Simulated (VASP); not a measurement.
## SiC: single point with PBE+D3(BJ)

Crystal: SiC.

```xyz
2
Lattice="0.0000 2.1616 2.1616 2.1616 0.0000 2.1616 2.1616 2.1616 0.0000" Properties=species:S:1:pos:R:3 pbc="T T T"
Si    0.0000    0.0000    0.0000
C     3.2424    3.2424    3.2424
```

This cell differs from its parent crystal: volume scaled by 0.98.

```yaml
Program: VASP 6.6.1
Task: single point
Functional: PBE
Dispersion: D3(BJ)
Potentials_or_basis: VASP PAW PBE potentials, release 64 (Si, C)
Cutoff: 520 eV
k_mesh: 10 × 10 × 10
Occupations: gaussian, width 0.05 eV
Spin: no spin polarisation
Dipole_correction: no
Further_INCAR_settings: ALGO = Normal; EDIFF = 1e-06; NBANDS = 11
```

The pressure is 4.0 GPa, the band gap on the k mesh is 1.33 eV, indirect (least direct gap 4.57 eV) and the dispersion energy per atom is -0.308 eV.

Levels at points of the mesh, in eV from the valence-band top:
```
           k point  band 1  band 2  band 3  band 4  band 5  band 6  band 7  band 8
(0.00, 0.00, 0.00)  -15.59    0.00    0.00    0.00    6.52    7.48    7.48    7.48
(0.50, 0.00, 0.00)  -11.94   -8.67   -1.06   -1.06    5.65    7.33    7.33   10.19
(0.50, 0.50, 0.00)  -10.46   -7.87   -3.23   -3.23    1.33    4.41   14.32   14.32
```

Wall time 18 s on 1 thread of AMD EPYC 7R13, on a shared host, peak memory 0.12 GiB.

Caveat: three body term missing. A k mesh can miss the band edges.
